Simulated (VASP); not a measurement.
A run of VASP 6.6.1 is set up as follows.

The input INCAR:

```
  PREC = Accurate
  ENCUT = 600
  EDIFF = 1E-6
  ISMEAR = 0
  SIGMA = 0.1
  LREAL = False
  LASPH = True
  NELM = 80
  ALGO = Normal
  ISIF = 4
  LWAVE = False
  LCHARG = False
  GGA = PE
  IVDW = 12
  IBRION = 2
  NSW = 50
  EDIFFG = -0.01
```

File KPOINTS:

```
regular mesh
0
Gamma
  14 14 10
```

The input POSCAR:

```
P
1.0
    1.6778654057     -5.1477481904      0.0000000000
    1.6778654057      5.1477481904      0.0000000000
    0.0000000000      0.0000000000      4.2060761490
P
4
Direct
    0.8936276155      0.1063723845      0.0718894414
    0.6063723845      0.3936276155      0.5718894414
    0.1063723845      0.8936276155      0.9281105586
    0.3936276155      0.6063723845      0.4281105586
```

Potentials or basis: VASP PAW PBE potentials, release 64 (P).

Run with:

```console
$ cat potpaw_PBE.64/P/POTCAR > POTCAR
$ mpirun -np 1 vasp_std > vasp.out
```

(1) Predict the dispersion energy per atom.

(2) Predict the band gap on the k mesh.

## Answers

(1) -0.386 eV.

(2) zero (bands 10 and 11 overlap by 0.17 eV).
